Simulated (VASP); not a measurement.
# AlGa3P4 (P-4m2) in VASP: notebook

The runs below take AlGa3P4 through relaxation of cell and atoms, single point, with PBE.

Everything below comes from runs of VASP 6.6.1. Logs are shortened: lines on timing, memory, paths and dates and some standing lists are left out, and cuts for length are marked.

## 1. The cell of the first run

It takes space group P-4m2 (No. 115, tetragonal). Conventional cell: a = 3.769 Å, b = 3.769 Å, c = 10.660 Å, α = 90.00°, β = 90.00°, γ = 90.00°. Within 3.1 Å of Al (site symmetry -4m2) lie 4 P at 2.31 Å. Within 3.1 Å of Ga (site symmetry 2mm) lie 4 P at 2.31 Å. Ga (site symmetry -4m2) has 4 P at 2.31 Å within 3.1 Å. P (site symmetry 2mm) has 4 Ga at 2.31 Å within 3.1 Å. Within 3.1 Å of P (site symmetry 2mm) lie 2 Al at 2.31 Å and 2 Ga at 2.31 Å.

## 2. Relaxation of cell and atoms, PBE

INCAR reads:

```
PREC     = Accurate       # precision mode
ENCUT    = 600            # plane-wave cutoff, eV
EDIFF    = 1E-6           # SCF threshold, eV
ISMEAR   = 0              # smearing method
SIGMA    = 0.1            # smearing width, eV
LREAL    = F              # projectors in reciprocal space
LASPH    = T              # aspherical terms in the spheres
NELM     = 80             # most SCF steps
ALGO     = Normal         # electronic algorithm
ISIF     = 3              # what is computed and relaxed
LWAVE    = F              # write WAVECAR
LCHARG   = F              # write CHGCAR
GGA      = PE             # functional
IBRION   = 2              # ionic algorithm
NSW      = 90             # ionic steps
EDIFFG   = -0.04          # ionic threshold
```

KPOINTS reads:

```
Automatic mesh
0
Gamma
  4 4 2
```

POSCAR reads:

```
AlGa3P4
1.0
    3.7687221900      0.0000000000      0.0000000000
    0.0000000000      3.7687221900      0.0000000000
    0.0000000000      0.0000000000     10.6595560600
Al Ga P
1 3 4
Direct
    0.5000000000      0.5000000000      0.0000000000
    0.0000000000      0.0000000000      0.7500000000
    0.5000000000      0.5000000000      0.5000000000
    0.0000000000      0.0000000000      0.2500000000
    0.5000000000      0.0000000000      0.3750000000
    0.0000000000      0.5000000000      0.1250000000
    0.5000000000      0.0000000000      0.8750000000
    0.0000000000      0.5000000000      0.6250000000
```

Potentials or basis: VASP PAW PBE potentials, release 64 (Al, Ga_d, P).

Launch:

```sh
$ cat potpaw_PBE.64/Al/POTCAR potpaw_PBE.64/Ga_d/POTCAR potpaw_PBE.64/P/POTCAR > POTCAR
$ mpirun -np 1 vasp_std > vasp.out
```

OUTCAR:

```text
PREC = Accurate
   ENCUT = 600
   EDIFF = 1E-6
   ISMEAR = 0
   LREAL = F
   LASPH = T
   NELM = 80
   ISIF = 3
   GGA = PE
   IBRION = 2
   NSW = 90
   EDIFFG = -0.04

 ion  position               nearest neighbor table
   1  0.500  0.500  0.000-   6 2.31   7 2.31   7 2.31   6 2.31
   2  0.000  0.000  0.750-   7 2.31   8 2.31   8 2.31   7 2.31
   3  0.500  0.500  0.500-   5 2.31   8 2.31   5 2.31   8 2.31
   4  0.000  0.000  0.250-   5 2.31   6 2.31   6 2.31   5 2.31
   5  0.500  0.000  0.375-   3 2.31   4 2.31   3 2.31   4 2.31
   6  0.000  0.500  0.125-   1 2.31   4 2.31   4 2.31   1 2.31
   7  0.500  0.000  0.875-   1 2.31   2 2.31   1 2.31   2 2.31
   8  0.000  0.500  0.625-   2 2.31   3 2.31   2 2.31   3 2.31

  LATTYP: Found a simple tetragonal cell.
 ALAT       =     3.7687221900
 C/A-ratio  =     2.8284271227

  Lattice vectors:

 A1 = (   3.7687221900,   0.0000000000,   0.0000000000)
 A2 = (   0.0000000000,   3.7687221900,   0.0000000000)
 A3 = (   0.0000000000,   0.0000000000,  10.6595560600)

Analysis of symmetry for initial positions (statically):
=====================================================================
 Subroutine PRICEL returns:
 Original cell was already a primitive cell.

 Routine SETGRP: Setting up the symmetry group for a
 simple tetragonal supercell.

 Subroutine GETGRP returns: Found  8 space group operations
 (whereof  8 operations were pure point group operations)
 out of a pool of 16 trial point group operations.

The static configuration has the point symmetry D_2d.

Analysis of symmetry for dynamics (positions and initial velocities):
=====================================================================
 Subroutine PRICEL returns:
 Original cell was already a primitive cell.

 Routine SETGRP: Setting up the symmetry group for a
 simple tetragonal supercell.

 Subroutine GETGRP returns: Found  8 space group operations
 (whereof  8 operations were pure point group operations)
 out of a pool of 16 trial point group operations.

The dynamic configuration has the point symmetry D_2d.

 Subroutine INISYM returns: Found  8 space group operations
 (whereof  8 operations are pure point group operations),
 and found     1 'primitive' translations

----------------------------------------------------------------------------------------

                                     Primitive cell

  volume of cell :     151.4005

  direct lattice vectors                    reciprocal lattice vectors
     3.768722190  0.000000000  0.000000000     0.265341925  0.000000000  0.000000000
     0.000000000  3.768722190  0.000000000     0.000000000  0.265341925  0.000000000
     0.000000000  0.000000000 10.659556060     0.000000000  0.000000000  0.093812537

  length of vectors
     3.768722190  3.768722190 10.659556060     0.265341925  0.265341925  0.093812537

  position of ions in fractional coordinates (direct lattice)
     0.500000000  0.500000000  0.000000000
     0.000000000  0.000000000  0.750000000
     0.500000000  0.500000000  0.500000000
     0.000000000  0.000000000  0.250000000
     0.500000000  0.000000000  0.375000000
     0.000000000  0.500000000  0.125000000
     0.500000000  0.000000000  0.875000000
     0.000000000  0.500000000  0.625000000

  ion indices of the primitive-cell ions
   primitive index   ion index
                 1           1
                 2           2
                 3           3
                 4           4
                 5           5
                 6           6
                 7           7
                 8           8

----------------------------------------------------------------------------------------

 KPOINTS: Automatic mesh

Automatic generation of k-mesh.
 Grid dimensions read from file:
 generate k-points for:    4    4    2

 Generating k-lattice:

  Cartesian coordinates                     Fractional coordinates (reciprocal lattice)
     0.066335481  0.000000000  0.000000000     0.250000000  0.000000000  0.000000000
     0.000000000  0.066335481  0.000000000     0.000000000  0.250000000  0.000000000
     0.000000000  0.000000000  0.046906269     0.000000000  0.000000000  0.500000000

  Length of vectors
     0.066335481  0.066335481  0.046906269

  Shift w.r.t. Gamma in fractional coordinates (k-lattice)
     0.000000000  0.000000000  0.000000000

 Subroutine IBZKPT returns following result:
 ===========================================

 Found     12 irreducible k-points:

 Following reciprocal coordinates:
            Coordinates               Weight
  0.000000  0.000000  0.000000      1.000000
  0.250000  0.000000  0.000000      4.000000
  0.500000  0.000000  0.000000      2.000000
  0.250000  0.250000  0.000000      4.000000
  0.500000  0.250000  0.000000      4.000000
  0.500000  0.500000  0.000000      1.000000
  0.000000  0.000000  0.500000      1.000000
  0.250000  0.000000  0.500000      4.000000
  0.500000  0.000000  0.500000      2.000000
  0.250000  0.250000  0.500000      4.000000
  0.500000  0.250000  0.500000      4.000000
  0.500000  0.500000  0.500000      1.000000
   k-points           NKPTS =     12   k-points in BZ     NKDIM =     12   number of bands    NBANDS=     37
   number of dos      NEDOS =    301   number of ions     NIONS =      8
   total plane-waves  NPLWV =  81000
   dimension x,y,z NGX =    30 NGY =   30 NGZ =   90
   dimension x,y,z NGXF=    60 NGYF=   60 NGZF=  180
   ions per type =               1   3   4
   NGX,Y,Z   is equivalent  to a cutoff of  13.23, 13.23, 14.04 a.u.
   NGXF,Y,Z  is equivalent  to a cutoff of  26.47, 26.47, 28.07 a.u.
 SYSTEM =  unknown system
   PREC   = accura    normal or accurate (medium, high low for compatibility)
   ISTART =      0    job   : 0-new  1-cont  2-samecut
   ICHARG =      2    charge: 1-file 2-atom 10-const
   ISPIN  =      1    spin polarized calculation?
   LNONCOLLINEAR =      F non collinear calculations
   LSORBIT =      F    spin-orbit coupling
   LASPH  =      T    aspherical Exc in radial PAW
   ENCUT  =  600.0 eV  44.10 Ry    6.64 a.u.   7.53  7.53 21.29*2*pi/ulx,y,z
   NELM   =     80;   NELMIN=  2; NELMDL= -5     # of ELM steps
   EDIFF  = 0.1E-05   stopping-criterion for ELM
   LREAL  =      F    real-space projection
   EDIFFG = -.4E-01   stopping-criterion for IOM
   NSW    =     90    number of steps for IOM
   IBRION =      2    ionic relax: 0-MD 1-quasi-New 2-CG
   NFREE  =      1    steps in history (QN), initial steepest desc. (CG)
   ISIF   =      3    stress and relaxation
   ISYM   =      2    0-nonsym 1-usesym 2-fastsym
   POTIM  = 0.5000    time-step for ionic-motion
   TEBEG  =    0.0;   TEEND  =   0.0 temperature during run
   PSTRESS=    0.0 pullay stress
   NELECT =      62.0000    total number of electrons
   NUPDOWN=      -1.0000    fix difference up-down
   EMIN   =  10.00;   EMAX   =-10.00  energy-range for DOS
   EFERMI =   0.00;   METHOD = LEGACY
   ISMEAR =     0;   SIGMA  =   0.10  broadening in eV -4-tet -1-fermi 0-gaus
   EFERMI_NEDOS =   21; number of points for ismear=-14 and -15
   IALGO  =     38    algorithm
   IMIX   =      4    mixing-type and parameters
     AMIX     =   0.40;   BMIX     =  1.00
     AMIX_MAG =   1.60;   BMIX_MAG =  1.00
  volume/ion in A,a.u.               =      18.93       127.71
  Fermi-wavevector in a.u.,A,eV,Ry     =   1.215709  2.297357 20.108706  1.477948
  Thomas-Fermi vector in A             =   2.351087
   LORBIT       =      0    0 simple, 1 ext, 2 COOP (PROOUT), +10 PAW based schemes
   GGA     = PE    functional components
   LHFCALC =     F    Hartree Fock is set to
   AEXX    =    0.0000 exact exchange contribution
   IVDW    =     0    specifies the selected vdW correction
   LEPSILON=     F    determine dielectric tensor
   LRPA    =     F    only Hartree local field effects (RPA)
 conjugate gradient relaxation of ions
 non-spin polarized calculation
 Gauss-broadening in eV      SIGMA  =   0.10
  energy-cutoff  :      600.00
  volume of cell :      151.40
 maximum number of plane-waves:      5090
   NGX = 15   NGY = 15   NGZ = 43

--------------------------------------- Ionic step        1  -------------------------------------------

 number of electron      62.0000021 magnetization

 Free energy of the ion-electron system (eV)
  ---------------------------------------------------
  ext. energy  EPLUGINS =         0.00000000
  ---------------------------------------------------
  free energy    TOTEN  =       -37.13804284 eV

  energy without entropy =      -37.13804284  energy(sigma->0) =      -37.13804284

------------------------ aborting loop because EDIFF is reached ----------------------------------------

  FORCE on cell =-STRESS in cart. coord.  units (eV):
  Direction    XX          YY          ZZ          XY          YZ          ZX
  --------------------------------------------------------------------------------------
  -------------------------------------------------------------------------------------
  Total        9.4348548      9.4348548      8.4112214      0.0000000      0.0000000      0.0000000
  in kB       99.8431869     99.8431869     89.0107126      0.0000000      0.0000000      0.0000000
  external PRESSURE =      96.2323621 kB  Pullay stress =       0.0000000 kB

 VOLUME and BASIS-vectors are now :
 -----------------------------------------------------------------------------
  energy-cutoff  :      600.00
  volume of cell :      151.40
      direct lattice vectors                 reciprocal lattice vectors
     3.768722190  0.000000000  0.000000000     0.265341925  0.000000000  0.000000000
     0.000000000  3.768722190  0.000000000     0.000000000  0.265341925  0.000000000
     0.000000000  0.000000000 10.659556060     0.000000000  0.000000000  0.093812537
[... 127 lines left out ...]
 POSITION                                       TOTAL-FORCE (eV/Angst)
 -----------------------------------------------------------------------------------
      1.94888      1.94888      0.00000        -0.000000      0.000000      0.000000
      0.00000      0.00000      8.23736        -0.000000      0.000000     -0.012804
      1.94888      1.94888      5.49246        -0.000000     -0.000000      0.000000
      0.00000      0.00000      2.74756         0.000000      0.000000      0.012804
      1.94888      0.00000      4.11986        -0.000000      0.000000      0.010496
      0.00000      1.94888      1.37092        -0.000000      0.000000     -0.065005
      1.94888      0.00000      9.61400        -0.000000      0.000000      0.065005
      0.00000      1.94888      6.86506        -0.000000      0.000000     -0.010496
 -----------------------------------------------------------------------------------
    total drift:                                0.000000      0.000000      0.000000

  FREE ENERGIE OF THE ION-ELECTRON SYSTEM (eV)
  ---------------------------------------------------
  free  energy   TOTEN  =       -37.5733885780 eV

  energy  without entropy=      -37.5733885780  energy(sigma->0) =      -37.57338858

--------------------------------------- Ionic step        5  -------------------------------------------

 number of electron      61.9999986 magnetization

 Free energy of the ion-electron system (eV)
  ---------------------------------------------------
  ext. energy  EPLUGINS =         0.00000000
  ---------------------------------------------------
  free energy    TOTEN  =       -37.57488684 eV

  energy without entropy =      -37.57488684  energy(sigma->0) =      -37.57488684

 E-fermi :   4.8240     XC(G=0):  -9.5437

 val. band max:        4.3672299127   @ k =   0.0000   0.0000   0.0000
 cond. band min:       5.9788351087   @ k =   0.5000   0.0000   0.0000
 fundamental gap:      1.6116051959
 Fermi energy:         4.8239952574

 k-point     1 :       0.0000    0.0000    0.0000
  band No.  band energies     occupation
      1     -10.1388      2.00000
      2     -10.1119      2.00000
      3     -10.0621      2.00000
      4     -10.0449      2.00000
      5     -10.0449      2.00000
      6     -10.0311      2.00000
[... 491 lines left out ...]
 POSITION                                       TOTAL-FORCE (eV/Angst)
 -----------------------------------------------------------------------------------
      1.95113      1.95113      0.00000        -0.000000      0.000000      0.000000
      3.90226      0.00000      8.21723         0.000000      0.000000      0.009424
      1.95113      1.95113      5.47940        -0.000000      0.000000      0.000000
      0.00000      0.00000      2.74157        -0.000000      0.000000     -0.009424
      1.95113      0.00000      4.11052         0.000000      0.000000      0.006590
      3.90226      1.95113      1.36482        -0.000000     -0.000000     -0.027055
      1.95113      0.00000      9.59398         0.000000      0.000000      0.027055
      3.90226      1.95113      6.84828        -0.000000     -0.000000     -0.006590
 -----------------------------------------------------------------------------------
    total drift:                                0.000000      0.000000      0.000000

  FREE ENERGIE OF THE ION-ELECTRON SYSTEM (eV)
  ---------------------------------------------------
  free  energy   TOTEN  =       -37.5748868381 eV

  energy  without entropy=      -37.5748868381  energy(sigma->0) =      -37.57488684

 reached required accuracy - stopping structural energy minimisation
```

Wall time 2.4 min (1 thread of Intel Xeon 6975P-C (Granite Rapids), shared host); peak memory 0.31 GiB.

What came out:

* Free energy: -37.5749 eV
* Relaxed volume: 20.86 Å³/atom
* Relaxed cell: a = 3.902 Å, b = 3.902 Å, c = 10.959 Å, α = 90.00°, β = 90.00°, γ = 90.00°
* Space group after relaxing (to 0.1 Å): P-4m2 (No. 115)
* Energy gained by relaxing: 54.6 meV/atom
* Ionic steps: 5
* Pressure after relaxing: 0.1 GPa
* Largest force after relaxing: 0.027 eV/Å
* Band gap on the k mesh: 1.61 eV (least direct gap 1.66 eV)

Forces in eV/Å, atoms in the order of the input:
```
Al   0.000  0.000  0.000
Ga   0.000  0.000  0.009
Ga   0.000  0.000  0.000
Ga   0.000  0.000 -0.009
P    0.000  0.000  0.007
P    0.000  0.000 -0.027
P    0.000  0.000  0.027
P    0.000  0.000 -0.007
```

Stress tensor (GPa, compression positive):
```
 0.26  0.00  0.00
 0.00  0.26  0.00
 0.00  0.00 -0.12
```

The path:
| step | energy change (eV) | largest force (eV/Å) | pressure (GPa) | volume (Å³) |
| --- | --- | --- | --- | --- |
| 1 | 0.0000 | 0.0713 | 9.62 | 151.40 |
| 2 | -0.2916 | 0.0702 | -4.15 | 177.70 |
| 3 | -0.4355 | 0.0648 | -0.05 | 167.21 |
| 4 | -0.4353 | 0.0650 | 0.13 | 166.89 |
| 5 | -0.4368 | 0.0271 | 0.13 | 166.88 |

Final structure:
```
Al Ga P
1.0
     3.90226    0.00000    0.00000
     0.00000    3.90226    0.00000
     0.00000    0.00000   10.95880
Al Ga P
1 3 4
Direct
  0.50000 0.50000 0.00000
  0.00000 0.00000 0.74983
  0.50000 0.50000 0.50000
  0.00000 0.00000 0.25017
  0.50000 0.00000 0.37509
  0.00000 0.50000 0.12454
  0.50000 0.00000 0.87546
  0.00000 0.50000 0.62491
```

A k mesh can miss the band edges.

[end of part 1 of 2]
